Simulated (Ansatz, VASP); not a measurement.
# TiTe: VASP beside Ansatz

```xyz
2
Lattice="0.0000 3.1251 3.1251 3.1251 0.0000 3.1251 3.1251 3.1251 0.0000" Properties=species:S:1:pos:R:3 pbc="T T T"
Ti    0.0000    0.0000    0.0000
Te    1.5626    1.5626    1.5626
```

Alike in both runs: functional PBE; k mesh 10 × 10 × 10; occupations fermi-dirac, width 0.03 eV; no spin polarisation.

Ansatz relaxed the structure, and its values are those at the end. VASP's run is a single point on that final structure, the one shown.

|  | VASP | Ansatz |
| --- | --- | --- |
| version | VASP 6.6.1 | Ansatz 0.2.0 |
| potentials or method | VASP PAW PBE potentials, release 64 (Ti_sv, Te) | PAW with Ansatz's default frozen-core files, scalar-relativistic |
| plane-wave cutoff (eV) | 520 | 420 |
| valence electrons in the cell | 18 | 28 |

```csv
,VASP,Ansatz,Ansatz less VASP
pressure (GPa),0.0,0.0,-0.02
```

VASP's potentials hold 18 valence electrons a cell and Ansatz's 28, so a difference there can come from the potentials and not from the codes.

Neither program's run includes spin-orbit coupling.
